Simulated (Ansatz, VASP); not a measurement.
## One calculation of SnO, two programs

File POSCAR:

```
SnO
1.0
    4.0838246168      0.0000000000      0.0000000000
   -2.0419123084      3.5366958627      0.0000000000
    0.0000000000      0.0000000000      5.1330219189
Sn O
2 2
Direct
    0.3333333333      0.6666666667      0.2500000000
    0.6666666667      0.3333333333      0.7500000000
    0.6666666667      0.3333333333      0.2500000000
    0.3333333333      0.6666666667      0.7500000000
```

INCAR.step1

```
ALGO     = Normal         # electronic algorithm
EDIFF    = 1E-4           # SCF threshold, eV
ENCUT    = 520            # plane-wave cutoff, eV
GGA      = PE             # functional
ISMEAR   = 0              # smearing method
LASPH    = T              # aspherical terms in the spheres
LCHARG   = F              # write CHGCAR
LREAL    = F              # projectors in reciprocal space
LWAVE    = T              # write WAVECAR
NBANDS   = 28             # bands
NELM     = 60             # most SCF steps
PREC     = Accurate       # precision mode
SIGMA    = 0.01           # smearing width, eV
```

INCAR.step2

```
ALGO     = Normal         # electronic algorithm
EDIFF    = 1E-6           # SCF threshold, eV
ENCUT    = 520            # plane-wave cutoff, eV
ISIF     = 2              # what is computed and relaxed
ISMEAR   = 0              # smearing method
ISTART   = 1            
LASPH    = T              # aspherical terms in the spheres
LCHARG   = F              # write CHGCAR
LMIXTAU  = T            
LREAL    = F              # projectors in reciprocal space
LWAVE    = F              # write WAVECAR
METAGGA  = R2SCAN         # meta-GGA
NBANDS   = 28             # bands
NELM     = 60             # most SCF steps
PREC     = Accurate       # precision mode
SIGMA    = 0.01           # smearing width, eV
```

KPOINTS

```
k-points
0
Gamma
  6 6 4
```

Input for Ansatz:

```yaml
crystal:
  lattice:
    - [4.0838246168, 0.0, 0.0]
    - [-2.0419123084, 3.5366958627, 0.0]
    - [0.0, 0.0, 5.1330219189]
  atoms:
    - { symbol: Sn, position: [0.3333333333, 0.6666666667, 0.25] }
    - { symbol: Sn, position: [0.6666666667, 0.3333333333, 0.75] }
    - { symbol: O, position: [0.6666666667, 0.3333333333, 0.25] }
    - { symbol: O, position: [0.3333333333, 0.6666666667, 0.75] }
kpoints:
  mp_grid: { grid: [6, 6, 4] }
hamiltonian:
  xc: r2scan
scf:
  occupations: { method: fixed }
  n_extra_bands: 5
output:
  forces: true
  stress: true
  eigenvalues: true
```

Alike in both runs: task single point; functional r2SCAN; k mesh 6 × 6 × 4; no spin polarisation.

```csv
,VASP,Ansatz
version,VASP 6.6.1,Ansatz 0.2.0
potentials or method,"VASP PAW PBE potentials, release 64 (Sn_d, O)","plane waves, PAW"
plane-wave cutoff (eV),520,500
occupations,"gaussian, width 0.01 eV",fixed
valence electrons in the cell,40,40
```

Ansatz gave:

- gap on the k mesh at the Fermi level (eV): 0.50
- pressure (GPa): 2.6
- traceless stress, the component that is largest in VASP (GPa): -0.14

**Question.** Estimate VASP's values.

**Answer.** gap on the k mesh at the Fermi level (eV): 0.50; pressure (GPa): 2.9; traceless stress, the component that is largest in VASP (GPa): -0.33.

VASP's potentials were made for PBE, not for r2SCAN.
